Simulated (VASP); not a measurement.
A run of VASP 6.6.1 is set up as follows.

Contents of POSCAR:

```
BN
1.0
    0.0000000000      1.7458259350      1.7458259350
    1.7458259350      0.0000000000      1.7458259350
    1.7458259350      1.7458259350      0.0000000000
B N
1 1
Direct
    0.0000000000      0.0000000000      0.0000000000
    0.5000000000      0.5000000000      0.5000000000
```

File INCAR.step1:

```
PREC = Accurate
ENCUT = 520
ISMEAR = 1
SIGMA = 0.05
LREAL = False
LASPH = True
NELM = 60
NBANDS = 11
GGA = PE
ALGO = Normal
EDIFF = 1E-4
LWAVE = True
LCHARG = False
```

INCAR.step2

```
PREC = Accurate
ENCUT = 520
EDIFF = 1E-6
ISMEAR = 1
SIGMA = 0.05
LREAL = False
LASPH = True
NELM = 60
ALGO = Normal
ISIF = 2
LWAVE = False
LCHARG = True
METAGGA = R2SCAN
LMIXTAU = True
LELF = True
LVHAR = True
NBANDS = 11
ISTART = 1
```

Contents of KPOINTS:

```
Automatic mesh
0
Gamma
  8 8 8
```

Potentials or basis: VASP PAW PBE potentials, release 64 (B, N).

Run with:

```sh
$ cat potpaw_PBE.64/B/POTCAR potpaw_PBE.64/N/POTCAR > POTCAR
$ cp INCAR.step1 INCAR
$ mpirun -np 1 vasp_std > vasp.out
$ cp INCAR.step2 INCAR
$ mpirun -np 1 vasp_std > vasp.out
```

Estimate the band gap on the k mesh.

1.48 eV, indirect (least direct gap 6.51 eV).

Estimate the pressure.

0.4 GPa.

Caveat: the PAW data sets were made with another functional, which shifts forces and pressure a little. A k mesh can miss the band edges.
